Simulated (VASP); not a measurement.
Wanted: the native input for a VASP 6.6.1 run.

| Property | Result |
| --- | --- |
| Task | single point |
| Functional | PBE |
| Potentials or basis | VASP PAW PBE potentials, release 64 (Al, Ru_pv) |
| Cutoff | 520 eV |
| k mesh | 14 × 14 × 14 |
| Occupations | fermi-dirac, width 0.15 eV |
| Spin | no spin polarisation |
| Dipole correction | no |
| Further INCAR settings | ALGO = Fast; EDIFF = 1e-06; NBANDS = 16 |

The structure of AlRu lies in POSCAR:

```
AlRu
1.0
    2.9421547989      0.0000000000      0.0000000000
    0.0000000000      2.9421547989      0.0000000000
    0.0000000000      0.0000000000      2.9421547989
Al Ru
1 1
Direct
    0.0000000000      0.0000000000      0.0000000000
    0.5000000000      0.5000000000      0.5000000000
```

The input as run:

INCAR

```
SYSTEM = AlRu
PREC = Accurate
ENCUT = 520
EDIFF = 1E-6
ISMEAR = -1
SIGMA = 0.15
LREAL = .False.
LASPH = .True.
NELM = 80
ALGO = Fast
ISIF = 2
LWAVE = .False.
LCHARG = .False.
GGA = PE
NBANDS = 16
```

KPOINTS

```
regular mesh
0
Gamma
  14 14 14
  0 0 0
```

Potentials or basis: VASP PAW PBE potentials, release 64 (Al, Ru_pv).

Run with:

```sh
$ cat potpaw_PBE.64/Al/POTCAR potpaw_PBE.64/Ru_pv/POTCAR > POTCAR
$ mpirun -np 1 vasp_std > vasp.out
```

It gave:

```yaml
Pressure: 14.9 GPa
```

Run time: 18 s on 1 thread of Intel(R) Xeon(R) 6975P-C (Granite Rapids), on a shared host, peak memory 0.17 GiB.
